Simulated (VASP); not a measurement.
Input of a VASP 6.6.1 run:

INCAR

```
SYSTEM = Hf
PREC     = Accurate       ! precision mode
ENCUT    = 520            ! plane-wave cutoff, eV
EDIFF    = 1E-7           ! SCF threshold, eV
ISMEAR   = -1             ! smearing method
SIGMA    = 0.05           ! smearing width, eV
LREAL    = .FALSE.        ! projectors in reciprocal space
LASPH    = .TRUE.         ! aspherical terms in the spheres
NELM     = 100            ! most SCF steps
ALGO     = Fast           ! electronic algorithm
ISIF     = 2              ! what is computed and relaxed
LWAVE    = .FALSE.        ! write WAVECAR
LCHARG   = .FALSE.        ! write CHGCAR
GGA      = PE             ! functional
NBANDS   = 17             ! bands
```

Contents of KPOINTS:

```
regular mesh
0
G
  10 10 5
  0 0 0
```

The input POSCAR:

```
Hf
1.0
    3.1752449911      0.0000000000      0.0000000000
   -1.5876224956      2.7498428256      0.0000000000
    0.0000000000      0.0000000000      5.0238540107
Hf
2
Direct
    0.6666666667      0.3333333333      0.7500000000
    0.3333333333      0.6666666667      0.2500000000
```

Potentials or basis: VASP PAW PBE potentials, release 64 (Hf_pv).

Run with:

```sh
$ cat potpaw_PBE.64/Hf_pv/POTCAR > POTCAR
$ mpirun -np 1 vasp_std > vasp.out
```

Q: Predict the pressure.

A: 2.4 GPa.

Q: What does it give for the band gap on the k mesh?

A: Zero (band 10 reaches 6.24 eV, above the bottom of band 11 at 4.72 eV).

Stress tensor (GPa, compression positive):
```
2.54 0.00 0.00
0.00 2.54 0.00
0.00 0.00 2.21
```

Caveat: spin-orbit coupling is left out, which moves the levels of the heavy elements.
